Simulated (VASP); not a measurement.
Set up this calculation in VASP 6.6.1, as the native input.

* Task: single point
* Functional: RPBE
* Potentials or basis: VASP PAW PBE potentials, release 64 (Ba_sv)
* Cutoff: 520 eV
* k mesh: 11 × 11 × 3
* Occupations: fermi-dirac, width 0.1 eV
* Spin: no spin polarisation
* Dipole correction: no
* Further INCAR settings: ALGO = Normal; EDIFF = 1e-06; NBANDS = 28

The structure of Ba lies in POSCAR:

```
Ba
1.0
    4.6095708725      0.0000000000      0.0000000000
   -2.3047854363      3.9920054762      0.0000000000
    0.0000000000      0.0000000000     15.0636022889
Ba
4
Direct
    0.0000000000      1.0000000000      1.0000000000
    0.0000000000      1.0000000000      0.5000000000
    0.3333333333      0.6666666667      0.2500000000
    0.6666666667      0.3333333333      0.7500000000
```

This isn't the form of Ba at room conditions, which is bcc.

The input as run:

INCAR

```
SYSTEM = Ba
PREC = Accurate ; ENCUT = 520
EDIFF = 1E-6 ; ISMEAR = -1
SIGMA = 0.1 ; LREAL = .False.
LASPH = .True. ; NELM = 80
ALGO = Normal ; ISIF = 2
LWAVE = .False. ; LCHARG = .True.
GGA = RP ; LELF = .True.
LVHAR = .True. ; NBANDS = 28
```

KPOINTS

```
Automatic mesh
0
Gamma
  11 11 3
  0 0 0
```

Potentials or basis: VASP PAW PBE potentials, release 64 (Ba_sv).

The run is started by

```bash
$ cat potpaw_PBE.64/Ba_sv/POTCAR > POTCAR
$ mpirun -np 1 vasp_std > vasp.out
```

It gave:

```yaml
Pressure: 0.1 GPa
Band_gap_on_the_k_mesh: zero (bands 20 and 21 overlap by 0.08 eV)
```

Caveat: the PAW data sets were made with another functional, which shifts forces and pressure a little; spin-orbit coupling is left out, which moves the levels of the heavy elements.

It took 5.6 min on 1 thread of Oxide Virtual Turin-like Processor (shared host), peak memory 0.45 GiB.
